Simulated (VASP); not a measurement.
# Ag12Cl in VASP: single point with PBE+D3(BJ)

Aim: the single point of Ag12Cl with PBE+D3(BJ).

Program: VASP 6.6.1. These are calculated values, not measurements. Logs are shortened: lines on timing, memory, paths and dates and some standing lists are left out, and cuts for length are marked.

### Step 1. The cell of the first run

The cell holds a slab with vacuum, 13 atoms: a = 5.784 Å, b = 5.784 Å, c = 17.723 Å, α = 90.00°, β = 90.00°, γ = 60.00°.

### Step 2. Single point, PBE+D3(BJ)

INCAR reads:

```
ALGO = Normal
EDIFF = 1E-7
ENCUT = 520
GGA = PE
ISIF = 2
ISMEAR = -1
IVDW = 12
LASPH = T
LCHARG = F
LREAL = F
LWAVE = F
NBANDS = 82
NELM = 100
PREC = Accurate
SIGMA = 0.15
```

KPOINTS reads:

```
k-points
0
Gamma
  3 3 1
```

POSCAR reads:

```
Ag12Cl
1.0
    5.7841330000      0.0000000000      0.0000000000
    2.8920670000      5.0092070000      0.0000000000
    0.0000000000      0.0000000000     17.7227250000
Ag Cl
12 1
Direct
    0.1666667000      0.1666667000      0.0564247000
    0.6666667000      0.1666667000      0.0564247000
    0.1666667000      0.6666667000      0.0564247000
    0.6666667000      0.6666667000      0.0564247000
   -0.1663572639      0.3330757349      0.1890091295
    0.3331822673      0.3335605478      0.1908281328
   -0.1660858101      0.8330656885      0.1909491375
    0.3330735451      0.8331937894      0.1908672074
    0.0031566226     -0.0068981399      0.3228027834
    0.5000289052     -0.0000959278      0.3208846798
    0.0027464421      0.5034578560      0.3227423214
    0.4950508372      0.5025446696      0.3226369748
    0.8462826233      0.3221793752      0.4363891962
```

Potentials or basis: VASP PAW PBE potentials, release 64 (Ag, Cl).

Launch:

```bash
$ cat potpaw_PBE.64/Ag/POTCAR potpaw_PBE.64/Cl/POTCAR > POTCAR
$ mpirun -np 1 vasp_std > vasp.out
```

OUTCAR:

```text
EDIFF = 1E-7
   ENCUT = 520
   GGA = PE
   ISIF = 2
   ISMEAR = -1
   IVDW = 12
   LASPH = T
   LREAL = F
   NELM = 100
   PREC = Accurate
 IVDW          = 12

 ion  position               nearest neighbor table
   1  0.167  0.167  0.056-   5 2.88   2 2.89   2 2.89   4 2.89   4 2.89   3 2.89   3 2.89   6 2.91
                             8 2.91
   2  0.667  0.167  0.056-   5 2.88   1 2.89   1 2.89   3 2.89   3 2.89   4 2.89   4 2.89   6 2.91
                             7 2.91
   3  0.167  0.667  0.056-   4 2.89   4 2.89   2 2.89   2 2.89   1 2.89   1 2.89   6 2.91   8 2.91
                             7 2.91
   4  0.667  0.667  0.056-   5 2.88   3 2.89   3 2.89   1 2.89   1 2.89   2 2.89   2 2.89   8 2.91
                             7 2.91
   5  0.834  0.333  0.189-   1 2.88   2 2.88   4 2.88   8 2.89   6 2.89   7 2.89   7 2.89   6 2.89
                             8 2.89  12 2.91  11 2.92   9 2.92
   6  0.333  0.334  0.191-  10 2.85  12 2.86  11 2.86   7 2.89   8 2.89   5 2.89   5 2.89   8 2.89
                             7 2.90   3 2.91   1 2.91   2 2.91
   7  0.834  0.833  0.191-  10 2.85   9 2.86  11 2.86   8 2.89   6 2.89   5 2.89   5 2.89   6 2.90
                             8 2.90   3 2.91   2 2.91   4 2.91
   8  0.333  0.833  0.191-  10 2.85  12 2.86   9 2.86   7 2.89   6 2.89   5 2.89   5 2.89   6 2.89
                             7 2.90   3 2.91   1 2.91   4 2.91
   9  0.003  0.993  0.323-  13 2.60  11 2.83  12 2.84   7 2.86   8 2.86  10 2.89  10 2.89   5 2.92
                            12 2.94  11 2.95
  10  0.500  1.000  0.321-   7 2.85   8 2.85   6 2.85  11 2.89   9 2.89  12 2.89  12 2.89   9 2.89
                            11 2.89
  11  0.003  0.503  0.323-  13 2.63   9 2.83  12 2.84   7 2.86   6 2.86  10 2.89  10 2.89   5 2.92
                            12 2.94   9 2.95
  12  0.495  0.503  0.323-  13 2.68   9 2.84  11 2.84   8 2.86   6 2.86  10 2.89  10 2.89   5 2.91
                            11 2.94   9 2.94
  13  0.846  0.322  0.436-   9 2.60  11 2.63  12 2.68

  LATTYP: Found a hexagonal cell.
 ALAT       =     5.7841340148
 C/A-ratio  =     3.0640239238

  Lattice vectors:

 A1 = (  -2.8920670000,  -5.0092070000,   0.0000000000)
 A2 = (   5.7841330000,   0.0000000000,   0.0000000000)
 A3 = (   0.0000000000,   0.0000000000,  17.7227250000)

Analysis of symmetry for initial positions (statically):
=====================================================================
 Subroutine PRICEL returns:
 Original cell was already a primitive cell.

 Routine SETGRP: Setting up the symmetry group for a
 hexagonal supercell.

 Subroutine GETGRP returns: Found  1 space group operations
 (whereof  1 operations were pure point group operations)
 out of a pool of 24 trial point group operations.

The static configuration has the point symmetry C_1 .

Analysis of symmetry for dynamics (positions and initial velocities):
=====================================================================
 Subroutine PRICEL returns:
 Original cell was already a primitive cell.

 Routine SETGRP: Setting up the symmetry group for a
 hexagonal supercell.

 Subroutine GETGRP returns: Found  1 space group operations
 (whereof  1 operations were pure point group operations)
 out of a pool of 24 trial point group operations.

The dynamic configuration has the point symmetry C_1 .

 Subroutine INISYM returns: Found  1 space group operations
 (whereof  1 operations are pure point group operations),
 and found     1 'primitive' translations

----------------------------------------------------------------------------------------

                                     Primitive cell

  volume of cell :     513.4968

  direct lattice vectors                    reciprocal lattice vectors
     5.784133000  0.000000000  0.000000000     0.172886758 -0.099816216  0.000000000
     2.892067000  5.009207000  0.000000000     0.000000000  0.199632397  0.000000000
     0.000000000  0.000000000 17.722725000     0.000000000  0.000000000  0.056424732

  length of vectors
     5.784133000  5.784134015 17.722725000     0.199632432  0.199632397  0.056424732

[... 32 lines left out ...]

 KPOINTS: k-points

Automatic generation of k-mesh.
 Grid dimensions read from file:
 generate k-points for:    3    3    1

 Generating k-lattice:

  Cartesian coordinates                     Fractional coordinates (reciprocal lattice)
     0.057628919 -0.033272072  0.000000000     0.333333333  0.000000000  0.000000000
     0.000000000  0.066544132  0.000000000     0.000000000  0.333333333  0.000000000
     0.000000000  0.000000000  0.056424732     0.000000000  0.000000000  1.000000000

  Length of vectors
     0.066544144  0.066544132  0.056424732

  Shift w.r.t. Gamma in fractional coordinates (k-lattice)
     0.000000000  0.000000000  0.000000000

 Subroutine IBZKPT returns following result:
 ===========================================

 Found      5 irreducible k-points:

 Following reciprocal coordinates:
            Coordinates               Weight
  0.000000  0.000000  0.000000      1.000000
  0.333333  0.000000  0.000000      2.000000
  0.333333  0.333333  0.000000      2.000000
  0.000000  0.333333  0.000000      2.000000
 -0.333333  0.333333  0.000000      2.000000
   k-points           NKPTS =      5   k-points in BZ     NKDIM =      5   number of bands    NBANDS=     82
   number of dos      NEDOS =    301   number of ions     NIONS =     13
   total plane-waves  NPLWV = 322560
   dimension x,y,z NGX =    48 NGY =   48 NGZ =  140
   dimension x,y,z NGXF=    96 NGYF=   96 NGZF=  280
   ions per type =              12   1
   NGX,Y,Z   is equivalent  to a cutoff of  13.80, 13.80, 13.13 a.u.
   NGXF,Y,Z  is equivalent  to a cutoff of  27.59, 27.59, 26.27 a.u.
 SYSTEM =  unknown system
   PREC   = accura    normal or accurate (medium, high low for compatibility)
   ISTART =      0    job   : 0-new  1-cont  2-samecut
   ICHARG =      2    charge: 1-file 2-atom 10-const
   ISPIN  =      1    spin polarized calculation?
   LNONCOLLINEAR =      F non collinear calculations
   LSORBIT =      F    spin-orbit coupling
   LASPH  =      T    aspherical Exc in radial PAW
   ENCUT  =  520.0 eV  38.22 Ry    6.18 a.u.  10.75 10.75 32.95*2*pi/ulx,y,z
   NELM   =    100;   NELMIN=  2; NELMDL= -5     # of ELM steps
   EDIFF  = 0.1E-06   stopping-criterion for ELM
   LREAL  =      F    real-space projection
   EDIFFG = 0.1E-05   stopping-criterion for IOM
   NSW    =      0    number of steps for IOM
   IBRION =     -1    ionic relax: 0-MD 1-quasi-New 2-CG
   NFREE  =      0    steps in history (QN), initial steepest desc. (CG)
   ISIF   =      2    stress and relaxation
   ISYM   =      2    0-nonsym 1-usesym 2-fastsym
   POTIM  = 0.5000    time-step for ionic-motion
   TEBEG  =    0.0;   TEEND  =   0.0 temperature during run
   PSTRESS=    0.0 pullay stress
   NELECT =     139.0000    total number of electrons
   NUPDOWN=      -1.0000    fix difference up-down
   EMIN   =  10.00;   EMAX   =-10.00  energy-range for DOS
   EFERMI =   0.00;   METHOD = LEGACY
   ISMEAR =    -1;   SIGMA  =   0.15  broadening in eV -4-tet -1-fermi 0-gaus
   EFERMI_NEDOS =   21; number of points for ismear=-14 and -15
   IALGO  =     38    algorithm
   IMIX   =      4    mixing-type and parameters
     AMIX     =   0.40;   BMIX     =  1.00
     AMIX_MAG =   1.60;   BMIX_MAG =  1.00
  volume/ion in A,a.u.               =      39.50       266.56
  Fermi-wavevector in a.u.,A,eV,Ry     =   1.059011  2.001241 15.258995  1.121505
  Thomas-Fermi vector in A             =   2.194341
   LORBIT       =      0    0 simple, 1 ext, 2 COOP (PROOUT), +10 PAW based schemes
   GGA     = PE    functional components
   LHFCALC =     F    Hartree Fock is set to
   AEXX    =    0.0000 exact exchange contribution
   IVDW    =    12    specifies the selected vdW correction
   LEPSILON=     F    determine dielectric tensor
   LRPA    =     F    only Hartree local field effects (RPA)
 non-spin polarized calculation
  energy-cutoff  :      520.00
  volume of cell :      513.50
 maximum number of plane-waves:     13841
 NGX is ok and might be reduce to    48
   NGX = 21   NGY = 21   NGZ = 65

 number of electron     139.0000002 magnetization

 Free energy of the ion-electron system (eV)
  ---------------------------------------------------
  ext. energy  EPLUGINS =         0.00000000
  ---------------------------------------------------
  free energy    TOTEN  =       -33.01641974 eV

  energy without entropy =      -32.63577393  energy(sigma->0) =      -32.82609684

 E-fermi :   0.7375     XC(G=0):  -6.1616

 val. band max:        0.6395993619   @ k =   0.0000   0.3333   0.0000
 cond. band min:       0.9013294058   @ k =   0.0000   0.3333   0.0000
 fundamental gap:      0.2617300439
 Fermi energy:         0.7374664967

 k-point     1 :       0.0000    0.0000    0.0000
  band No.  band energies     occupation
      1     -14.2889      2.00000
      2      -6.4221      2.00000
      3      -5.5422      2.00000
      4      -5.4741      2.00000
      5      -5.4371      2.00000
      6      -5.4365      2.00000
[... 409 lines left out ...]
     80       5.8239      0.00000
     81       6.2434      0.00000
 [bands above 81 left out]

------------------------ aborting loop because EDIFF is reached ----------------------------------------

 Edisp (eV)   -5.16565

 E8    (eV) :    -2.3314

  FORCE on cell =-STRESS in cart. coord.  units (eV):
  Direction    XX          YY          ZZ          XY          YZ          ZX
  --------------------------------------------------------------------------------------
  -------------------------------------------------------------------------------------
  Total      -2.49043    -2.38891    -0.33837     0.03996     0.10205    -0.06232
  in kB      -7.77048    -7.45371    -1.05576     0.12467     0.31840    -0.19445
  external pressure =       -5.43 kB  Pullay stress =        0.00 kB

 VOLUME and BASIS-vectors are now :
 -----------------------------------------------------------------------------
  energy-cutoff  :      520.00
  volume of cell :      513.50
      direct lattice vectors                 reciprocal lattice vectors
     5.784133000  0.000000000  0.000000000     0.172886758 -0.099816216  0.000000000
     2.892067000  5.009207000  0.000000000     0.000000000  0.199632397  0.000000000
     0.000000000  0.000000000 17.722725000     0.000000000  0.000000000  0.056424732

 POSITION                                       TOTAL-FORCE (eV/Angst)
 -----------------------------------------------------------------------------------
      1.44603      0.83487      1.00000         0.004525     -0.003071      0.030693
      4.33810      0.83487      1.00000        -0.004720     -0.004131      0.029779
      2.89207      3.33947      1.00000         0.000220     -0.000587     -0.063617
      5.78413      3.33947      1.00000         0.000826      0.006588      0.029420
      5.78518      1.66845      3.34976        -0.000448      0.000661      0.006919
      2.89185      1.67087      3.38199         0.001271      0.002396     -0.003743
      7.23275      4.17300      3.38414        -0.000602     -0.000802     -0.010009
      4.33619      4.17364      3.38269        -0.000092     -0.002647     -0.005623
      2.89038      4.97465      5.72094         0.008762     -0.008419     -0.034223
      5.78402      5.00873      5.68695        -0.003137      0.003672      0.008001
      1.47192      2.52192      5.71987        -0.006412     -0.019272     -0.007592
      4.31683      2.51735      5.71801         0.028593     -0.021778      0.019179
      5.82678      1.61386      7.73401        -0.028785      0.047390      0.000814
 -----------------------------------------------------------------------------------
    total drift:                               -0.000011     -0.000010     -0.001893

  FREE ENERGIE OF THE ION-ELECTRON SYSTEM (eV)
  ---------------------------------------------------
  free  energy   TOTEN  =       -38.1820701627 eV

  energy  without entropy=      -37.8014243559  energy(sigma->0) =      -37.99174726
```

Wall time 18 min (1 thread of Oxide Virtual Turin-like, shared host); peak memory 0.65 GiB.

Results:

```
Free energy                : -38.1821 eV
Largest force              : 0.064 eV/Å
Band gap on the k mesh     : zero (an odd number of electrons rules out a gap without spin polarisation)
Dispersion energy per atom : -0.397 eV
```

Forces in eV/Å, atoms in the order of the input:
```
Ag   0.005 -0.003  0.031
Ag  -0.005 -0.004  0.030
Ag   0.000 -0.001 -0.064
Ag   0.001  0.007  0.029
Ag   0.000  0.001  0.007
Ag   0.001  0.002 -0.004
Ag  -0.001 -0.001 -0.010
Ag   0.000 -0.003 -0.006
Ag   0.009 -0.008 -0.034
Ag  -0.003  0.004  0.008
Ag  -0.006 -0.019 -0.008
Ag   0.029 -0.022  0.019
Cl  -0.029  0.047  0.001
```

Caveat: the k points lie up to 0.42 Å⁻¹ apart, too coarse for converged energies and pressures of a metal; an odd number of electrons without spin polarisation forces a metal; a magnetic or distorted state may lie lower.
